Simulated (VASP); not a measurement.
# Si in VASP: further runs

Runs on Si. Level: LDA. Tasks: single point.

Program: VASP 6.6.1. These are calculated values, not measurements. Logs are shortened: lines on timing, memory, paths and dates and some standing lists are left out, and cuts for length are marked.

## (1) The cell of the first run

The cell holds a slab with vacuum, 2 atoms: a = 3.892 Å, b = 3.892 Å, c = 28.000 Å, α = 90.00°, β = 90.00°, γ = 120.00°.

## (2) Single point, LDA

The input, INCAR:

```
SYSTEM = Si
  ALGO = Normal
  DIPOL = 0.5 0.5 0.500
  EDIFF = 1E-6
  ENCUT = 520
  GGA = CA
  IDIPOL = 3
  ISIF = 2
  ISMEAR = 0
  LASPH = .True.
  LCHARG = .False.
  LDIPOL = .True.
  LREAL = .False.
  LWAVE = .False.
  NBANDS = 11
  NELM = 60
  PREC = Accurate
  SIGMA = 0.1
```

The input, KPOINTS:

```
k-points
0
Gamma
  15 15 1
  0 0 0
```

The input, POSCAR:

```
Si
1.0
    3.8920000000      0.0000000000      0.0000000000
   -1.9460000000      3.3705708715      0.0000000000
    0.0000000000      0.0000000000     28.0000000000
Si
2
Direct
    0.3333333333      0.6666666667      0.5101964286
    0.6666666667      0.3333333333      0.4898035714
```

Potentials or basis: VASP PAW LDA potentials, release 64 (Si).

Launch:

```bash
$ cat potpaw_LDA.64/Si/POTCAR > POTCAR
$ mpirun -np 1 vasp_std > vasp.out
```

OUTCAR:

```text
SYSTEM = Si
   EDIFF = 1E-6
   ENCUT = 520
   GGA = CA
   ISIF = 2
   ISMEAR = 0
   LASPH = .True.
   LREAL = .False.
   NELM = 60
   PREC = Accurate

 ion  position               nearest neighbor table
   1  0.333  0.667  0.510-   2 2.32   2 2.32   2 2.32
   2  0.667  0.333  0.490-   1 2.32   1 2.32   1 2.32

  LATTYP: Found a hexagonal cell.
 ALAT       =     3.8920000000
 C/A-ratio  =     7.1942446043

  Lattice vectors:

 A1 = (   3.8920000000,   0.0000000000,   0.0000000000)
 A2 = (  -1.9460000000,   3.3705708715,   0.0000000000)
 A3 = (   0.0000000000,   0.0000000000,  28.0000000000)

Analysis of symmetry for initial positions (statically):
=====================================================================
 Subroutine PRICEL returns:
 Original cell was already a primitive cell.

 Routine SETGRP: Setting up the symmetry group for a
 hexagonal supercell.

 Subroutine GETGRP returns: Found 12 space group operations
 (whereof 12 operations were pure point group operations)
 out of a pool of 24 trial point group operations.

The static configuration has the point symmetry D_3d.

Analysis of symmetry for dynamics (positions and initial velocities):
=====================================================================
 Subroutine PRICEL returns:
 Original cell was already a primitive cell.

 Routine SETGRP: Setting up the symmetry group for a
 hexagonal supercell.

 Subroutine GETGRP returns: Found 12 space group operations
 (whereof 12 operations were pure point group operations)
 out of a pool of 24 trial point group operations.

The dynamic configuration has the point symmetry D_3d.

 Subroutine INISYM returns: Found 12 space group operations
 (whereof 12 operations are pure point group operations),
 and found     1 'primitive' translations

----------------------------------------------------------------------------------------

                                     Primitive cell

  volume of cell :     367.3113

  direct lattice vectors                    reciprocal lattice vectors
     3.892000000  0.000000000  0.000000000     0.256937307  0.148342824  0.000000000
    -1.946000000  3.370570872  0.000000000     0.000000000  0.296685647  0.000000000
     0.000000000  0.000000000 28.000000000     0.000000000  0.000000000  0.035714286

  length of vectors
     3.892000000  3.892000000 28.000000000     0.296685647  0.296685647  0.035714286

  position of ions in fractional coordinates (direct lattice)
     0.333333333  0.666666667  0.510196429
     0.666666667  0.333333333  0.489803571

  ion indices of the primitive-cell ions
   primitive index   ion index
                 1           1
                 2           2

----------------------------------------------------------------------------------------

 KPOINTS: k-points

Automatic generation of k-mesh.
 Grid dimensions read from file:
 generate k-points for:   15   15    1

 Generating k-lattice:

  Cartesian coordinates                     Fractional coordinates (reciprocal lattice)
     0.017129154  0.009889522  0.000000000     0.066666667  0.000000000  0.000000000
     0.000000000  0.019779043  0.000000000     0.000000000  0.066666667  0.000000000
     0.000000000  0.000000000  0.035714286     0.000000000  0.000000000  1.000000000

  Length of vectors
     0.019779043  0.019779043  0.035714286

  Shift w.r.t. Gamma in fractional coordinates (k-lattice)
     0.000000000  0.000000000  0.000000000

 Subroutine IBZKPT returns following result:
 ===========================================

 Found     27 irreducible k-points:

 Following reciprocal coordinates:
            Coordinates               Weight
  0.000000  0.000000  0.000000      1.000000
  0.066667  0.000000  0.000000      6.000000
  0.133333  0.000000  0.000000      6.000000
  0.200000  0.000000  0.000000      6.000000
  0.266667  0.000000  0.000000      6.000000
  0.333333  0.000000  0.000000      6.000000
[... 16 lines left out ...]
  0.333333  0.200000  0.000000     12.000000
  0.400000  0.200000  0.000000      6.000000
 [... further k-points ...]
   k-points           NKPTS =     27   k-points in BZ     NKDIM =     27   number of bands    NBANDS=     11
   number of dos      NEDOS =    301   number of ions     NIONS =      2
   total plane-waves  NPLWV = 189000
   dimension x,y,z NGX =    30 NGY =   30 NGZ =  210
   dimension x,y,z NGXF=    60 NGYF=   60 NGZF=  420
   ions per type =               2
   NGX,Y,Z   is equivalent  to a cutoff of  12.81, 12.81, 12.47 a.u.
   NGXF,Y,Z  is equivalent  to a cutoff of  25.63, 25.63, 24.94 a.u.
 SYSTEM =  Si
   PREC   = accura    normal or accurate (medium, high low for compatibility)
   ISTART =      0    job   : 0-new  1-cont  2-samecut
   ICHARG =      2    charge: 1-file 2-atom 10-const
   ISPIN  =      1    spin polarized calculation?
   LNONCOLLINEAR =      F non collinear calculations
   LSORBIT =      F    spin-orbit coupling
   LASPH  =      T    aspherical Exc in radial PAW
   ENCUT  =  520.0 eV  38.22 Ry    6.18 a.u.   7.24  7.24 52.06*2*pi/ulx,y,z
   NELM   =     60;   NELMIN=  2; NELMDL= -5     # of ELM steps
   EDIFF  = 0.1E-05   stopping-criterion for ELM
   LREAL  =      F    real-space projection
   EDIFFG = 0.1E-04   stopping-criterion for IOM
   NSW    =      0    number of steps for IOM
   IBRION =     -1    ionic relax: 0-MD 1-quasi-New 2-CG
   NFREE  =      0    steps in history (QN), initial steepest desc. (CG)
   ISIF   =      2    stress and relaxation
   ISYM   =      2    0-nonsym 1-usesym 2-fastsym
   POTIM  = 0.5000    time-step for ionic-motion
   TEBEG  =    0.0;   TEEND  =   0.0 temperature during run
   PSTRESS=    0.0 pullay stress
   NELECT =       8.0000    total number of electrons
   NUPDOWN=      -1.0000    fix difference up-down
   EMIN   =  10.00;   EMAX   =-10.00  energy-range for DOS
   EFERMI =   0.00;   METHOD = LEGACY
   ISMEAR =     0;   SIGMA  =   0.10  broadening in eV -4-tet -1-fermi 0-gaus
   EFERMI_NEDOS =   21; number of points for ismear=-14 and -15
   IALGO  =     38    algorithm
   IMIX   =      4    mixing-type and parameters
     AMIX     =   0.40;   BMIX     =  1.00
     AMIX_MAG =   1.60;   BMIX_MAG =  1.00
  volume/ion in A,a.u.               =     183.66      1239.37
  Fermi-wavevector in a.u.,A,eV,Ry     =   0.457186  0.863957  2.843883  0.209019
  Thomas-Fermi vector in A             =   1.441785
   LORBIT       =      0    0 simple, 1 ext, 2 COOP (PROOUT), +10 PAW based schemes
   GGA     = CA    functional components
   LHFCALC =     F    Hartree Fock is set to
   AEXX    =    0.0000 exact exchange contribution
   IVDW    =     0    specifies the selected vdW correction
   LEPSILON=     F    determine dielectric tensor
   LRPA    =     F    only Hartree local field effects (RPA)
 non-spin polarized calculation
 Gauss-broadening in eV      SIGMA  =   0.10
  energy-cutoff  :      520.00
  volume of cell :      367.31
 maximum number of plane-waves:      9939
 NGX is ok and might be reduce to    30
   NGX = 15   NGY = 15   NGZ =105

 dipolmoment           0.000000      0.000000      0.000000 electrons x Angstroem

 number of electron       8.0000000 magnetization

 dipolmoment           0.000000      0.000000     -0.000000 electrons x Angstroem

 Free energy of the ion-electron system (eV)
  ---------------------------------------------------
  ext. energy  EPLUGINS =         0.00000000
  ---------------------------------------------------
  free energy    TOTEN  =       -10.35086640 eV

  energy without entropy =      -10.34986340  energy(sigma->0) =      -10.35036490

 E-fermi :  -3.6267     XC(G=0):  -1.6053

 val. band max:       -4.0554637792   @ k =   0.3333   0.2667   0.0000
 cond. band min:      -3.6267007899   @ k =   0.3333   0.3333   0.0000
 fundamental gap:      0.4287629893
 Fermi energy:        -3.6267007916

 k-point     1 :       0.0000    0.0000    0.0000
  band No.  band energies     occupation
      1     -14.3854      2.00000
      2      -6.7803      2.00000
      3      -4.5801      2.00000
      4      -4.5801      2.00000
      5      -1.8152      0.00000
      6      -1.3056      0.00000
      7      -0.4907      0.00000
      8      -0.4907      0.00000
      9       0.8975      0.00000
     10       1.1414      0.00000
     11       1.5726      0.00000

 k-point     2 :       0.0667    0.0000    0.0000
  band No.  band energies     occupation
      1     -14.3344      2.00000
      2      -6.7502      2.00000
      3      -5.0081      2.00000
      4      -4.6749      2.00000
      5      -1.4690      0.00000
      6      -1.2757      0.00000
      7      -0.4970      0.00000
      8      -0.3007      0.00000
      9       0.9546      0.00000
     10       1.1958      0.00000
     11       1.5834      0.00000

 k-point     3 :       0.1333    0.0000    0.0000
  band No.  band energies     occupation
      1     -14.1822      2.00000
      2      -6.7275      2.00000
      3      -5.8050      2.00000
      4      -4.9110      2.00000
      5      -1.3237      0.00000
      6      -1.1901      0.00000
      7       0.0117      0.00000
      8       0.2173      0.00000
      9       1.1244      0.00000
     10       1.3364      0.00000
     11       1.5900      0.00000
[... 267 lines left out ...]
 k-point    23 :       0.3333    0.2000    0.0000
  band No.  band energies     occupation
      1     -12.1195      2.00000
      2     -10.3233      2.00000
      3      -7.2396      2.00000
      4      -4.4832      2.00000
      5      -2.8593      0.00000
      6      -0.0430      0.00000
      7       0.7970      0.00000
      8       2.0190      0.00000
      9       2.6616      0.00000
     10       3.7093      0.00000
     11       3.8476      0.00000

 k-point    24 :       0.4000    0.2000    0.0000
  band No.  band energies     occupation
      1     -11.8377      2.00000
      2     -10.6609      2.00000
      3      -7.3166      2.00000
      4      -4.2250      2.00000
      5      -3.1455      0.00000
      6      -0.0800      0.00000
      7       0.7043      0.00000
      8       2.5079      0.00000
      9       2.8880      0.00000
     10       4.1567      0.00000
     11       4.2967      0.00000

 [... further k-points ...]

------------------------ aborting loop because EDIFF is reached ----------------------------------------

 vacuum level on the upper side and lower side of the slab       (xc-potential included)        -0.007        -0.007

  FORCE on cell =-STRESS in cart. coord.  units (eV):
  Direction    XX          YY          ZZ          XY          YZ          ZX
  --------------------------------------------------------------------------------------
  -------------------------------------------------------------------------------------
  Total       -1.8217144     -1.8217144     -0.2580174      0.0000000      0.0000000      0.0000000
  in kB       -7.9461462     -7.9461462     -1.1254477      0.0000000      0.0000000      0.0000000
  external PRESSURE =      -5.6725800 kB  Pullay stress =       0.0000000 kB

 VOLUME and BASIS-vectors are now :
 -----------------------------------------------------------------------------
  energy-cutoff  :      520.00
  volume of cell :      367.31
      direct lattice vectors                 reciprocal lattice vectors
     3.892000000  0.000000000  0.000000000     0.256937307  0.148342824  0.000000000
    -1.946000000  3.370570872  0.000000000     0.000000000  0.296685647  0.000000000
     0.000000000  0.000000000 28.000000000     0.000000000  0.000000000  0.035714286

 POSITION                                       TOTAL-FORCE (eV/Angst)
 -----------------------------------------------------------------------------------
     -0.00000      2.24705     14.28550         0.000000     -0.000000     -0.445965
      1.94600      1.12352     13.71450        -0.000000      0.000000      0.445965
 -----------------------------------------------------------------------------------
    total drift:                               -0.000000     -0.000000     -0.000000

  FREE ENERGIE OF THE ION-ELECTRON SYSTEM (eV)
  ---------------------------------------------------
  free  energy   TOTEN  =       -10.3508664024 eV

  energy  without entropy=      -10.3498633983  energy(sigma->0) =      -10.35036490

 vacuum level on the upper side and lower side of the slab         1.171         1.171
```

It took 3.2 min on 1 thread of AMD EPYC 7R43 (Zen 3), shared host; peak memory 0.33 GiB.

Results:

| Property | Result |
| --- | --- |
| Free energy | -10.3509 eV |
| Largest force | 0.446 eV/Å |
| Band gap on the k mesh | zero (filled and empty bands touch) |

Forces in eV/Å, atoms in the order of the input:
```
Si   0.000  0.000 -0.446
Si   0.000  0.000  0.446
```

Levels at points of the mesh, in eV from the Fermi level:
```
           k point  band 1  band 2  band 3  band 4  band 5  band 6  band 7  band 8  band 9
(0.00, 0.00, 0.00)  -10.76   -3.15   -0.95   -0.95    1.81    2.32    3.14    3.14    4.52
```

## (3) Single point, LDA

The input, INCAR:

```
SYSTEM = Si
ALGO     = Normal         ! electronic algorithm
DIPOL    = 0.5 0.5 0.500
EDIFF    = 1E-7           ! SCF threshold, eV
ENCUT    = 520            ! plane-wave cutoff, eV
GGA      = CA             ! functional
IDIPOL   = 3            
ISIF     = 2              ! what is computed and relaxed
ISMEAR   = 0              ! smearing method
LASPH    = .TRUE.         ! aspherical terms in the spheres
LCHARG   = .TRUE.         ! write CHGCAR
LDIPOL   = .TRUE.       
LELF     = .TRUE.         ! ELF
LREAL    = .FALSE.        ! projectors in reciprocal space
LVACPOTAV= .TRUE.       
LVHAR    = .TRUE.       
LWAVE    = .FALSE.        ! write WAVECAR
NBANDS   = 11             ! bands
NELM     = 100            ! most SCF steps
PREC     = Accurate       ! precision mode
SIGMA    = 0.1            ! smearing width, eV
```

The input, KPOINTS:

```
k-points
0
G
  15 15 1
  0 0 0
```

The input, POSCAR:

```
Si
1.0
    3.8920000000      0.0000000000      0.0000000000
   -1.9460000000      3.3705708715      0.0000000000
    0.0000000000      0.0000000000     28.0000000000
Si
2
Direct
    0.3333333333      0.6666666667      0.5153035714
    0.6666666667      0.3333333333      0.4846964286
```

Potentials or basis: VASP PAW LDA potentials, release 64 (Si).

Launch:

```bash
$ cat potpaw_LDA.64/Si/POTCAR > POTCAR
$ mpirun -np 1 vasp_std > vasp.out
```

It took 4 min on 1 thread of AMD EPYC 7R43 (Zen 3), shared host; peak memory 0.34 GiB.

The run converged. Its results:

```yaml
Free_energy: -10.0575 eV
Largest_force: 1.695 eV/Å
Band_gap_on_the_k_mesh: zero (filled and empty bands touch)
Work_function_of_the_upper_face: 4.80 eV
Work_function_of_the_lower_face: 4.80 eV
```

Forces on the atoms (eV/Å):
```
Si   0.000  0.000 -1.695
Si   0.000  0.000  1.695
```

Levels at points of the mesh, in eV from the Fermi level:
| k point | band 2 | band 3 | band 4 | band 5 | band 6 | band 7 |
| --- | --- | --- | --- | --- | --- | --- |
| (0.00, 0.00, 0.00) | -3.29 | -0.05 | -0.05 | 1.72 | 2.48 | 3.73 |

## (4) Single point, LDA

The input, INCAR:

```
SYSTEM = Si
PREC = Accurate ; ENCUT = 520
EDIFF = 1E-6 ; ISMEAR = 0
SIGMA = 0.1 ; LREAL = .False.
LASPH = .True. ; NELM = 60
ALGO = Normal ; ISIF = 2
LWAVE = .False. ; LCHARG = .False.
LDIPOL = .True. ; IDIPOL = 3
DIPOL = 0.5 0.5 0.500 ; NBANDS = 11
```

The input, KPOINTS:

```
regular mesh
0
Gamma
  15 15 1
  0 0 0
```

The input, POSCAR:

```
Si
1.0
    3.8920000000      0.0000000000      0.0000000000
   -1.9460000000      3.3705708715      0.0000000000
    0.0000000000      0.0000000000     28.0000000000
Si
2
Direct
    0.3333333333      0.6666666667      0.5025535714
    0.6666666667      0.3333333333      0.4974464286
```

Launch:

```bash
$ cat potpaw_LDA.64/Si/POTCAR > POTCAR
$ mpirun -np 1 vasp_std > vasp.out
```

Run time: 4.1 min. Hardware: 1 thread of AMD EPYC 7R43 (Zen 3), shared host; peak memory 0.35 GiB.

Results (log left out):

- Free energy: -10.3756 eV
- Largest force: 0.073 eV/Å
- Band gap on the k mesh: zero (filled and empty bands touch)

Forces on the atoms (eV/Å):
```
Si   0.000  0.000  0.073
Si   0.000  0.000 -0.073
```

Levels at points of the mesh, in eV from the Fermi level:
```
           k point  band 1  band 2  band 3  band 4  band 5  band 6  band 7  band 8  band 9
(0.00, 0.00, 0.00)  -11.34   -3.12   -1.74   -1.74    1.32    2.57    2.57    3.01    4.51
```

## (5) Overview

```csv
cell,gap on the mesh (eV),largest force (eV/Å)
"as given, atomic positions A",none,0.45
"as given, atomic positions B",none,1.70
"as given, atomic positions C",none,0.07
```

Alike in all rows: task single point; level LDA; potentials or basis VASP PAW LDA potentials, release 64 (Si); no spin polarisation; k mesh 15 × 15 × 1; cutoff (eV) 520; smearing gaussian 0.1 eV.

Total energies depend on the potentials used, so only differences within one code and one set of settings carry meaning.

The gap in the log of VASP goes by the Fermi energy; the results here count the filled bands.